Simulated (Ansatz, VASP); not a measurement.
## Two plane-wave programs on SiC

POSCAR

```
SiC
1.0
    0.0000000000      2.2069843000      2.2069843000
    2.2069843000      0.0000000000      2.2069843000
    2.2069843000      2.2069843000      0.0000000000
Si C
1 1
Direct
    0.0000000000      0.0000000000      0.0000000000
    0.2500000000      0.2500000000      0.2500000000
```

File INCAR.step1:

```
SYSTEM = SiC
PREC     = Accurate       ! precision mode
ENCUT    = 520            ! plane-wave cutoff, eV
ISMEAR   = -1             ! smearing method
SIGMA    = 0.02           ! smearing width, eV
LREAL    = .FALSE.        ! projectors in reciprocal space
LASPH    = .TRUE.         ! aspherical terms in the spheres
NELM     = 100            ! most SCF steps
GGA      = PE             ! functional
ALGO     = Normal         ! electronic algorithm
EDIFF    = 1E-4           ! SCF threshold, eV
LWAVE    = .TRUE.         ! write WAVECAR
LCHARG   = .FALSE.        ! write CHGCAR
```

INCAR.step2

```
SYSTEM = SiC
PREC     = Accurate       ! precision mode
ENCUT    = 520            ! plane-wave cutoff, eV
EDIFF    = 1E-7           ! SCF threshold, eV
ISMEAR   = -1             ! smearing method
SIGMA    = 0.02           ! smearing width, eV
LREAL    = .FALSE.        ! projectors in reciprocal space
LASPH    = .TRUE.         ! aspherical terms in the spheres
NELM     = 100            ! most SCF steps
ALGO     = Normal         ! electronic algorithm
ISIF     = 2              ! what is computed and relaxed
LWAVE    = .FALSE.        ! write WAVECAR
LCHARG   = .FALSE.        ! write CHGCAR
METAGGA  = R2SCAN         ! meta-GGA
LMIXTAU  = .TRUE.       
IBRION   = 2              ! ionic algorithm
NSW      = 50             ! ionic steps
EDIFFG   = -0.01          ! ionic threshold
ISTART   = 1
```

The input KPOINTS:

```
regular mesh
0
G
  12 12 12
  0 0 0
```

Input for Ansatz:

```yaml
crystal:
  lattice:
    - [0.0, 2.2069843, 2.2069843]
    - [2.2069843, 0.0, 2.2069843]
    - [2.2069843, 2.2069843, 0.0]
  atoms:
    - { symbol: Si, position: [0.0, 0.0, 0.0] }
    - { symbol: C, position: [0.25, 0.25, 0.25] }
  symmetry: { tolerance: 0.0003 }
hamiltonian:
  xc: r2scan
  pseudopotentials: { kind: paw, azcp: { folder: soft_1 } }
basis:
  ecutwfc: 500
magnetization:
  spin_polarized: false
scf:
  occupations: { method: fermi_dirac, width: 0.02 }
kpoints:
  mp_grid: { grid: [12, 12, 12], shift: [0, 0, 0] }
  band_path:
    path:
      - [0.0, 0.0, 0.0]
      - [-0.5, -0.5, 0.0]
      - [-0.375, -0.375, 0.25]
      - [-0.375, 0.0, 0.375]
      - [0.0, 0.0, 0.0]
      - [0.0, 0.0, 0.5]
      - [-0.5, -0.25, 0.25]
      - [-0.5, -0.5, 0.0]
    npoints: 10
output:
  forces: true
  stress: true
  eigenvalues: true
  write_potential: true
  elf: true
  volumetric_format: npy
  dos: { e_range: [-12, 8], de: 0.05 }
relax:
  max_steps: 30
```

Alike in both runs: task relaxation of the atoms; functional r2SCAN; k mesh 12 × 12 × 12; occupations fermi-dirac, width 0.02 eV; no spin polarisation.

|  | VASP | Ansatz |
| --- | --- | --- |
| version | VASP 6.6.1 | Ansatz 0.2.0 |
| potentials or method | VASP PAW PBE potentials, release 64 (Si, C), cutoff 520 eV | PAW plane waves |
| valence electrons in the cell | 8 | 8 |

```csv
,VASP,Ansatz,Ansatz less VASP
"gap on the k mesh at the Fermi level, each at its own relaxed structure (eV)",1.75,1.74,-0.012
```

VASP's potentials were made for PBE, not for r2SCAN. Ansatz's warnings: stress scf threshold loose.

Noted on VASP's run: the relaxation stopped at its first step, so nothing moved.
